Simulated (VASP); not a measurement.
Here is a VASP 6.6.1 calculation.

INCAR

```
PREC = Accurate ; ENCUT = 500
EDIFF = 1E-6 ; ISMEAR = -1
SIGMA = 0.1 ; LREAL = False
LASPH = True ; NELM = 120
ALGO = Normal ; ISIF = 2
LWAVE = False ; LCHARG = True
GGA = PE ; LELF = True
LVHAR = True ; NBANDS = 16
GGA_COMPAT = False
```

File KPOINTS:

```
Automatic mesh
0
Gamma
  12 12 12
```

POSCAR

```
HgTe
1.0
    0.0000000000      2.9440705050      2.9440705050
    2.9440705050      0.0000000000      2.9440705050
    2.9440705050      2.9440705050      0.0000000000
Hg Te
1 1
Direct
    0.0000000000      0.0000000000      0.0000000000
    0.5000000000      0.5000000000      0.5000000000
```

Potentials or basis: VASP PAW PBE potentials, release 64 (Hg, Te).

Launch:

```sh
$ cat potpaw_PBE.64/Hg/POTCAR potpaw_PBE.64/Te/POTCAR > POTCAR
$ mpirun -np 1 vasp_std > vasp.out
```

Problem. What does it give for the pressure?

Solution. 8.6 GPa.

Problem. What does it give for the band gap on the k mesh?

Solution. Zero (band 9 reaches 6.04 eV, above the bottom of band 10 at 2.94 eV).

Caveat: spin-orbit coupling is left out, which moves the levels of the heavy elements.
